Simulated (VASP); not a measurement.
**Be3ZnTe4: single point with PBEsol**

Be3ZnTe4:

```
Be Zn Te
1.0
     5.79558    0.00000    0.00000
     0.00000    5.79558    0.00000
     0.00000    0.00000    5.79558
Be Zn Te
3 1 4
Direct
  0.00000 0.50000 0.00000
  0.00000 0.00000 0.50000
  0.50000 0.00000 0.00000
  0.50000 0.50000 0.50000
  0.23935 0.76065 0.76065
  0.23935 0.23935 0.23935
  0.76065 0.76065 0.23935
  0.76065 0.23935 0.76065
```

```json
{
 "Program": "VASP 6.6.1",
 "Task": "single point",
 "Functional": "PBEsol",
 "Potentials or basis": "VASP PAW PBE potentials, release 64 (Be, Zn, Te)",
 "Cutoff": "520 eV",
 "k mesh": "6 × 6 × 6",
 "Occupations": "gaussian, width 0.02 eV",
 "Spin": "no spin polarisation",
 "Dipole correction": "no",
 "k mesh for the DOS": "9 × 9 × 9",
 "Occupations for the DOS": "tetrahedron",
 "Further INCAR settings": "ALGO = Normal; EDIFF = 1e-07; NBANDS = 31"
}
```

| Property | Result |
| --- | --- |
| Valence electrons inside the program's atomic spheres | Be 0.89; Zn 10.79; Te 3.47 |

Levels at points of the mesh, in eV from the valence-band top:
```tsv
k point	band 17	band 18	band 19	band 20	band 21	band 22	band 23	band 24	band 25	band 26
(0.00, 0.00, 0.00)	-2.42	-2.42	0.00	0.00	0.00	1.80	2.00	2.00	2.00	2.83
```

Run time: 2.3 min on 1 thread of Intel(R) Xeon(R) 6975P-C (Granite Rapids), on a shared host, peak memory 0.42 GiB.

Caveat: spin-orbit coupling is left out, which moves the levels of the heavy elements.
